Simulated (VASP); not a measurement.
# Al (Fm-3m) in VASP: further runs, part 2 of 2

VASP 6.6.1.

## (6) Single point, PBE (volume scaled by 1.06)

File INCAR:

```
SYSTEM = Al
ALGO = Normal ; EDIFF = 1E-6
ENCUT = 500 ; GGA = PE
GGA_COMPAT = .FALSE. ; ISIF = 2
ISMEAR = 0 ; LASPH = .TRUE.
LCHARG = .FALSE. ; LREAL = .FALSE.
LWAVE = .FALSE. ; NBANDS = 8
NELM = 120 ; PREC = Accurate
SIGMA = 0.1
```

File KPOINTS:

```
k-points
0
G
  18 18 18
  0 0 0
```

File POSCAR:

```
Al
1.0
    0.0000000000      2.0602414141      2.0602414141
    2.0602414141      0.0000000000      2.0602414141
    2.0602414141      2.0602414141      0.0000000000
Al
1
Direct
    0.0000000000      0.0000000000      0.0000000000
```

Potentials or basis: VASP PAW PBE potentials, release 64 (Al).

On the command line:

```sh
cat potpaw_PBE.64/Al/POTCAR > POTCAR
mpirun -np 1 vasp_std > vasp.out
```

OUTCAR:

```text
SYSTEM = Al
   EDIFF = 1E-6
   ENCUT = 500
   GGA = PE
   ISIF = 2
   ISMEAR = 0
   LASPH = .TRUE.
   LREAL = .FALSE.
   NELM = 120
   PREC = Accurate

 ion  position               nearest neighbor table
   1  0.000  0.000  0.000-

  LATTYP: Found a face centered cubic cell.
 ALAT       =     4.1204828282

  Lattice vectors:

 A1 = (   0.0000000000,   2.0602414141,   2.0602414141)
 A2 = (   2.0602414141,   0.0000000000,   2.0602414141)
 A3 = (   2.0602414141,   2.0602414141,   0.0000000000)

Analysis of symmetry for initial positions (statically):
=====================================================================
 Subroutine PRICEL returns:
 Original cell was already a primitive cell.

 Routine SETGRP: Setting up the symmetry group for a
 face centered cubic supercell.

 Subroutine GETGRP returns: Found 48 space group operations
 (whereof 48 operations were pure point group operations)
 out of a pool of 48 trial point group operations.

The static configuration has the point symmetry O_h .

Analysis of symmetry for dynamics (positions and initial velocities):
=====================================================================
 Subroutine PRICEL returns:
 Original cell was already a primitive cell.

 Routine SETGRP: Setting up the symmetry group for a
 face centered cubic supercell.

 Subroutine GETGRP returns: Found 48 space group operations
 (whereof 48 operations were pure point group operations)
 out of a pool of 48 trial point group operations.

The dynamic configuration has the point symmetry O_h .

 Subroutine INISYM returns: Found 48 space group operations
 (whereof 48 operations are pure point group operations),
 and found     1 'primitive' translations

----------------------------------------------------------------------------------------

                                     Primitive cell

  volume of cell :      17.4898

  direct lattice vectors                    reciprocal lattice vectors
[... 102 lines left out ...]
   IALGO  =     38    algorithm
   IMIX   =      4    mixing-type and parameters
     AMIX     =   0.40;   BMIX     =  1.00
     AMIX_MAG =   1.60;   BMIX_MAG =  1.00
  volume/ion in A,a.u.               =      17.49       118.03
  Fermi-wavevector in a.u.,A,eV,Ry     =   0.909607  1.718908 11.257255  0.827385
  Thomas-Fermi vector in A             =   2.033671
   LORBIT       =      0    0 simple, 1 ext, 2 COOP (PROOUT), +10 PAW based schemes
   GGA     = PE    functional components
   LHFCALC =     F    Hartree Fock is set to
   AEXX    =    0.0000 exact exchange contribution
   IVDW    =     0    specifies the selected vdW correction
   LEPSILON=     F    determine dielectric tensor
   LRPA    =     F    only Hartree local field effects (RPA)
 non-spin polarized calculation
 Gauss-broadening in eV      SIGMA  =   0.10
  energy-cutoff  :      500.00
  volume of cell :       17.49
 maximum number of plane-waves:       459
 NGX is ok and might be reduce to    24
   NGX = 11   NGY = 11   NGZ = 11

 number of electron       3.0000000 magnetization

 Free energy of the ion-electron system (eV)
  ---------------------------------------------------
  ext. energy  EPLUGINS =         0.00000000
  ---------------------------------------------------
  free energy    TOTEN  =        -3.73153257 eV

  energy without entropy =       -3.72911065  energy(sigma->0) =       -3.73032161

 E-fermi :   7.3970     XC(G=0):  -9.9876

 val. band max:        7.3564571730   @ k =   0.5000   0.4444   0.0556
 cond. band min:       7.4100159277   @ k =  -0.3889   0.3889   0.1667
 fundamental gap:      0.0535587547
 Fermi energy:         7.3969934645

 k-point     1 :       0.0000    0.0000    0.0000
  band No.  band energies     occupation
      1      -3.3323      2.00000
      2      19.7069      0.00000
      3      19.7069      0.00000
      4      19.7069      0.00000
      5      20.7695      0.00000
      6      20.7695      0.00000
      7      20.7695      0.00000
      8      23.4561      0.00000
[... 243 lines left out ...]
 k-point    24 :      -0.2222    0.0556    0.0000
  band No.  band energies     occupation
      1      -1.7527      2.00000
      2      11.1170      0.00000
      3      16.3282      0.00000
      4      19.0658      0.00000
      5      20.7919      0.00000
      6      21.7727      0.00000
      7      22.2051      0.00000
      8      24.3648      0.00000

 [... further k-points ...]
[... 5 lines left out ...]
  --------------------------------------------------------------------------------------
  -------------------------------------------------------------------------------------
  Total       -0.4355649     -0.4355649     -0.4355649      0.0000000     -0.0000000      0.0000000
  in kB      -39.9005675    -39.9005675    -39.9005675      0.0000000     -0.0000000      0.0000000
  external PRESSURE =     -39.9005675 kB  Pullay stress =       0.0000000 kB

 VOLUME and BASIS-vectors are now :
 -----------------------------------------------------------------------------
  energy-cutoff  :      500.00
  volume of cell :       17.49
      direct lattice vectors                 reciprocal lattice vectors
     0.000000000  2.060241414  2.060241414    -0.242690005  0.242690005  0.242690005
     2.060241414  0.000000000  2.060241414     0.242690005 -0.242690005  0.242690005
     2.060241414  2.060241414  0.000000000     0.242690005  0.242690005 -0.242690005

 POSITION                                       TOTAL-FORCE (eV/Angst)
 -----------------------------------------------------------------------------------
      0.00000      0.00000      0.00000         0.000000      0.000000      0.000000
 -----------------------------------------------------------------------------------
    total drift:                                0.000000     -0.000000     -0.000000

  FREE ENERGIE OF THE ION-ELECTRON SYSTEM (eV)
  ---------------------------------------------------
  free  energy   TOTEN  =        -3.7315325716 eV

  energy  without entropy=       -3.7291106479  energy(sigma->0) =       -3.73032161
```

Wall time 32 s (1 thread of AMD EPYC 7R43 (Zen 3), shared host); peak memory 0.11 GiB.

What came out:

| Property | Result |
| --- | --- |
| Free energy | -3.7315 eV |
| Pressure | -4.0 GPa |

Levels at points of the mesh, in eV from the Fermi level:
```
           k point  band 1  band 2  band 3  band 4
(0.00, 0.00, 0.00)  -10.73   12.31   12.31   12.31
(0.50, 0.00, 0.00)   -4.35   -4.29   10.81   10.81
(0.50, 0.50, 0.00)   -2.77   -1.59    5.25    5.34
```

## (7) Single point, PBE (volume scaled by 1.09)

File INCAR:

```
SYSTEM = Al
ALGO     = Normal         ! electronic algorithm
EDIFF    = 1E-6           ! SCF threshold, eV
ENCUT    = 500            ! plane-wave cutoff, eV
GGA      = PE             ! functional
GGA_COMPAT= .FALSE.      
ISIF     = 2              ! what is computed and relaxed
ISMEAR   = 0              ! smearing method
LASPH    = .TRUE.         ! aspherical terms in the spheres
LCHARG   = .FALSE.        ! write CHGCAR
LREAL    = .FALSE.        ! projectors in reciprocal space
LWAVE    = .FALSE.        ! write WAVECAR
NBANDS   = 8              ! bands
NELM     = 120            ! most SCF steps
PREC     = Accurate       ! precision mode
SIGMA    = 0.1            ! smearing width, eV
```

KPOINTS is that of step 6.

File POSCAR:

```
Al
1.0
    0.0000000000      2.0794971228      2.0794971228
    2.0794971228      0.0000000000      2.0794971228
    2.0794971228      2.0794971228      0.0000000000
Al
1
Direct
    0.0000000000      0.0000000000      0.0000000000
```

On the command line:

```sh
cat potpaw_PBE.64/Al/POTCAR > POTCAR
mpirun -np 1 vasp_std > vasp.out
```

Wall time 33 s (1 thread of AMD EPYC 7R43 (Zen 3), shared host); peak memory 0.11 GiB.

Results (log left out):

* Free energy: -3.7168 eV
* Pressure: -5.5 GPa

Levels at points of the mesh, in eV from the Fermi level:
| k point | band 1 | band 2 | band 3 | band 4 |
| --- | --- | --- | --- | --- |
| (0.00, 0.00, 0.00) | -10.55 | 12.16 | 12.16 | 12.16 |
| (0.50, 0.00, 0.00) | -4.26 | -4.25 | 10.53 | 10.53 |
| (0.50, 0.50, 0.00) | -2.71 | -1.59 | 5.21 | 5.21 |

## (8) The runs side by side

| cell | gap on the mesh (eV) | pressure (GPa) |
| --- | --- | --- |
| a = 2.769 Å, angles 60.0°, 1 atom | none | 8.9 |
| a = 2.799 Å, angles 60.0°, 1 atom | none | 5.4 |
| a = 2.829 Å, angles 60.0°, 1 atom | none | 2.5 |
| a = 2.886 Å, angles 60.0°, 1 atom | none | -2.2 |
| a = 2.914 Å, angles 60.0°, 1 atom | none | -4.0 |
| a = 2.941 Å, angles 60.0°, 1 atom | none | -5.5 |

Alike in all rows: task single point; level PBE; potentials or basis VASP PAW PBE potentials, release 64 (Al); no spin polarisation; k mesh 18 × 18 × 18; cutoff (eV) 500; smearing gaussian 0.1 eV.

Total energies depend on the potentials used, so only differences within one code and one set of settings carry meaning.
